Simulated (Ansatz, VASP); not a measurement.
# Two plane-wave programs on CO2

```
C O
1.0
    -4.51374    3.93212    2.35059
     4.51374   -3.93212    2.35059
     4.51374    3.93212   -2.35059
C O
4 8
Direct
  0.85006 0.59237 0.44174
  0.15063 0.40832 0.55826
  0.85006 0.90832 0.75769
  0.15063 0.09237 0.24231
  0.92671 0.76980 0.27319
  0.05922 0.05922 0.00000
  0.49660 0.26980 0.34309
  0.49660 0.65352 0.72681
  0.12178 0.27220 0.34959
  0.92261 0.77220 0.65041
  0.05922 0.55922 0.50000
  0.92671 0.15352 0.65691
```

Alike in both runs: task single point; functional PBE; k mesh 4 × 4 × 4; occupations gaussian, width 0.1 eV; no spin polarisation.

|  | VASP | Ansatz |
| --- | --- | --- |
| version | VASP 6.6.1 | Ansatz 0.2.0 |
| potentials or method | VASP PAW PBE potentials, release 64 (C, O), cutoff 520 eV | scalar-relativistic, plane waves, PAW |
| valence electrons in the cell | 64 | 64 |

```tsv
	VASP	Ansatz	Ansatz less VASP
gap on the k mesh at the Fermi level (eV)	2.99	3.02	+0.028
least direct gap on the mesh (eV)	3.15	3.18	+0.024
pressure (GPa)	-24.5	-24.9	-0.41
traceless stress, the component that is largest in VASP (GPa)	-0.53	-0.56	-0.032
rms of the force components (eV/Å)	0.848	0.862	+0.0137
```

Atom by atom the forces differ by 0.018 eV/Å (rms over components). With one functional, cell and mesh, what is left measures potentials, basis and numerics.
